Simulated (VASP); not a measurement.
Crystal: TaN.

```xyz
2
Lattice="0.0000 2.1784 2.1784 2.1784 0.0000 2.1784 2.1784 2.1784 0.0000" Properties=species:S:1:pos:R:3 pbc="T T T"
Ta    2.1784    2.1784    2.1784
N     0.0000    0.0000    0.0000
```

Base run:

- Program: VASP 6.6.1
- Functional: r2SCAN
- Potentials or basis: VASP PAW PBE potentials, release 64 (Ta_sv_GW, N)
- Cutoff: 660 eV
- k mesh: 10 × 10 × 10
- Occupations: fermi-dirac, width 0.05 eV
- Spin: no spin polarisation

Its results: band gap on the k mesh zero (band 9 reaches 16.33 eV, above the bottom of band 10 at 12.07 eV); pressure 10.0 GPa.

Problem. The run is repeated on the same cell with these changes: potentials or basis from VASP PAW PBE potentials, release 64 (Ta_sv_GW, N) to VASP PAW PBE potentials, release 64 (Ta_pv, N); cutoff from 660 eV to 520 eV; further incar settings from ALGO = Normal; EDIFF = 1e-06; NBANDS = 16 to ALGO = Normal; EDIFF = 1e-06; NBANDS = 15; valence electrons from 18 to 16. What comes out?

Solution. Band gap on the k mesh zero (band 8 reaches 11.94 eV, above the bottom of band 9 at 7.68 eV); pressure 12.1 GPa.

Caveats: the PAW data sets were made with another functional, which shifts forces and pressure a little; spin-orbit coupling is left out, which moves the levels of the heavy elements.
